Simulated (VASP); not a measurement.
A run of VASP 6.6.1:

The input INCAR:

```
ALGO     = Normal         # electronic algorithm
EDIFF    = 1E-7           # SCF threshold, eV
ENCUT    = 520            # plane-wave cutoff, eV
GGA      = PE             # functional
ISIF     = 2              # what is computed and relaxed
ISMEAR   = 0              # smearing method
LASPH    = T              # aspherical terms in the spheres
LCHARG   = T              # write CHGCAR
LELF     = T              # ELF
LREAL    = F              # projectors in reciprocal space
LVHAR    = T            
LWAVE    = F              # write WAVECAR
NBANDS   = 16             # bands
NELM     = 100            # most SCF steps
PREC     = Accurate       # precision mode
SIGMA    = 0.05           # smearing width, eV
```

KPOINTS

```
k-points
0
Gamma
  10 10 10
```

Contents of POSCAR:

```
ZnS
1.0
    0.0000000000      2.5451730955      3.0542077146
    2.5451730955      0.0000000000      3.0542077146
    2.5451730955      2.5451730955      0.0000000000
Zn S
1 1
Direct
    0.0000000000      0.0000000000      0.0000000000
    0.7500000000      0.7500000000      0.7500000000
```

Potentials or basis: VASP PAW PBE potentials, release 64 (Zn, S).

Run with:

```console
$ cat potpaw_PBE.64/Zn/POTCAR potpaw_PBE.64/S/POTCAR > POTCAR
$ mpirun -np 1 vasp_std > vasp.out
```

Hardware: 1 thread of Intel(R) Xeon(R) 6975P-C (Granite Rapids), on a shared host.

Task: Estimate the wall time of this run.

Result: Run time: 34 s on 1 thread of Intel(R) Xeon(R) 6975P-C (Granite Rapids), on a shared host, peak memory 0.2 GiB. Counts: scf iterations 14, k points 102.
